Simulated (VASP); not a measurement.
A run of VASP 6.6.1 is set up as follows.

File INCAR:

```
ALGO = Fast ; EDIFF = 1E-7
ENCUT = 520 ; GGA = PS
ISIF = 2 ; ISMEAR = 0
LASPH = T ; LCHARG = F
LREAL = F ; LWAVE = F
NBANDS = 20 ; NELM = 80
PREC = Accurate ; SIGMA = 0.15
```

KPOINTS

```
k-points
0
Gamma
  16 16 14
```

Contents of POSCAR:

```
TaRu
1.0
    3.0530000000      0.0000000000      0.0000000000
    0.0000000000      3.0530000000      0.0000000000
    0.0000000000      0.0000000000      3.6601200000
Ta Ru
1 1
Direct
    0.5000000000      0.5000000000      0.5000000000
    0.0000000000      0.0000000000      0.0000000000
```

Potentials or basis: VASP PAW PBE potentials, release 64 (Ta_pv, Ru_pv).

Command:

```bash
$ cat potpaw_PBE.64/Ta_pv/POTCAR potpaw_PBE.64/Ru_pv/POTCAR > POTCAR
$ mpirun -np 1 vasp_std > vasp.out
```

(1) Estimate the pressure.

## Answers

(1) -21.1 GPa.

Caveat: the cell differs from its parent crystal (strain +0.000 along x and y, +0.080 along z); the PAW data sets were made with another functional, which shifts forces and pressure a little.
